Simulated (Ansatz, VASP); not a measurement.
# Si2SnB3 in VASP and in Ansatz

```xyz
12
Lattice="3.3993 -4.1415 0.0033 3.4000 4.1419 0.0041 0.0063 0.0006 5.9309" Properties=species:S:1:pos:R:3 pbc="T T T"
Si    1.7016    2.0700    1.8597
Si    1.7041    2.0690    4.2725
Si    1.7016   -2.0696    1.8617
Si    1.7021   -2.0665    4.2748
Sn    6.8046    0.0004    5.6785
Sn    0.0002   -0.0002    2.7409
B     3.4021   -0.8934    1.4658
B     3.4051   -0.8747    4.4973
B     3.4024    0.8946    1.4643
B     3.4049    0.8750    4.4980
B     3.4038    0.0016    2.9807
B     3.4017   -0.0010    0.0237
```

Change from the starting cell: cell x1, atoms moved at random (sigma 0.1 Å) and cell strained at random (1.5 %), then relaxed without symmetry.

Alike in both runs: functional PBE; k mesh 4 × 4 × 4; occupations gaussian, width 0.2 eV; no spin polarisation.

Ansatz relaxed the structure, and its values are those at the end. VASP's run is a single point on that final structure, the one shown.

```csv
,VASP,Ansatz
version,VASP 6.6.1,Ansatz 0.2.0
potentials or method,"VASP PAW PBE potentials, release 64 (Si, Sn_d, B), cutoff 520 eV","scalar-relativistic, plane waves, PAW"
valence electrons in the cell,62,62
```

Ansatz gave:

| Property | Result |
| --- | --- |
| gap on the k mesh at the Fermi level (eV) | none |
| pressure (GPa) | 0.0 |
| rms of the force components (eV/Å) | 0.003 |

Which values does VASP return?

gap on the k mesh at the Fermi level (eV): none; pressure (GPa): 0.0; rms of the force components (eV/Å): 0.004.

A gap of «none» marks a metal or a gap that the smearing closes. With one functional, cell and mesh, what is left measures potentials, basis and numerics.
